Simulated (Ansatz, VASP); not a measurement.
# InFe2B in VASP and in Ansatz

Contents of INCAR:

```
ALGO     = Normal         # electronic algorithm
EDIFF    = 1E-6           # SCF threshold, eV
ENCUT    = 520            # plane-wave cutoff, eV
GGA      = PE             # functional
ISIF     = 2              # what is computed and relaxed
ISMEAR   = 0              # smearing method
ISPIN    = 2              # spin polarisation
LASPH    = T              # aspherical terms in the spheres
LCHARG   = T              # write CHGCAR
LELF     = T              # ELF
LMAXMIX  = 4              # l up to which the mixer works
LORBIT   = 11             # projections on sites
LREAL    = F              # projectors in reciprocal space
LVHAR    = T            
LWAVE    = F              # write WAVECAR
MAGMOM   = 0 4 4 0        # initial moments
NBANDS   = 28             # bands
NELM     = 150            # most SCF steps
PREC     = Accurate       # precision mode
SIGMA    = 0.1            # smearing width, eV
```

KPOINTS

```
k-points
0
Gamma
  4 4 4
```

The input POSCAR:

```
InFe2B
1.0
    4.5540000000      0.0000000000      0.0000000000
    0.0000000000      4.5540000000      0.0000000000
    0.0000000000      0.0000000000      4.1305065100
In Fe B
1 2 1
Direct
    0.5000000000      0.5000000000      0.5000000000
    0.5000000000      0.0000000000      0.0000000000
    0.0000000000      0.5000000000      0.0000000000
    0.0000000000      0.0000000000      0.0000000000
```

Input for Ansatz:

```yaml
crystal:
  lattice:
    - [4.554, 0.0, 0.0]
    - [0.0, 4.554, 0.0]
    - [0.0, 0.0, 4.13050651]
  atoms:
    - { symbol: In, position: [0.5, 0.5, 0.5] }
    - { symbol: Fe, position: [0.5, 0.0, 0.0], spin: 4.0 }
    - { symbol: Fe, position: [0.0, 0.5, 0.0], spin: 4.0 }
    - { symbol: B, position: [0.0, 0.0, 0.0] }
basis:
  ecutwfc: 420
kpoints:
  mp_grid: { grid: [4, 4, 4] }
hamiltonian:
  xc: pbe
scf:
  occupations: { method: gaussian, width: 0.1 }
  lower_state_search: "off"
output:
  forces: true
  stress: true
  eigenvalues: true
  populations: true
magnetization:
  spin_polarized: true
```

Alike in both runs: task single point; functional PBE; k mesh 4 × 4 × 4; occupations gaussian, width 0.1 eV; collinear spin.

|  | VASP | Ansatz |
| --- | --- | --- |
| version | VASP 6.6.1 | Ansatz 0.2.0 |
| potentials or method | VASP PAW PBE potentials, release 64 (In_d, Fe, B), cutoff 520 eV | scalar-relativistic, plane waves, PAW |
| valence electrons in the cell | 32 | 48 |

Ansatz gave:

```
gap on the k mesh at the Fermi level (eV)                     : none
pressure (GPa)                                                : -17.3
traceless stress, the component that is largest in VASP (GPa) : 9.36
net moment per atom (μB)                                      : 1.30
size of the moment on the site where the two differ most (μB) : 2.76
```

Question: What did VASP give for the same quantities?

Answer: gap on the k mesh at the Fermi level (eV): none; pressure (GPa): -17.2; traceless stress, the component that is largest in VASP (GPa): 9.21; net moment per atom (μB): 1.30; size of the moment on the site where the two differ most (μB): 2.85.

Site moments also hang on the region over which each program counts them. A gap of «none» marks a metal or a gap that the smearing closes. VASP's potentials hold 32 valence electrons a cell and Ansatz's 48, so a difference there can come from the potentials and not from the codes.

The k mesh is coarse, so the values compare programs but aren't converged.
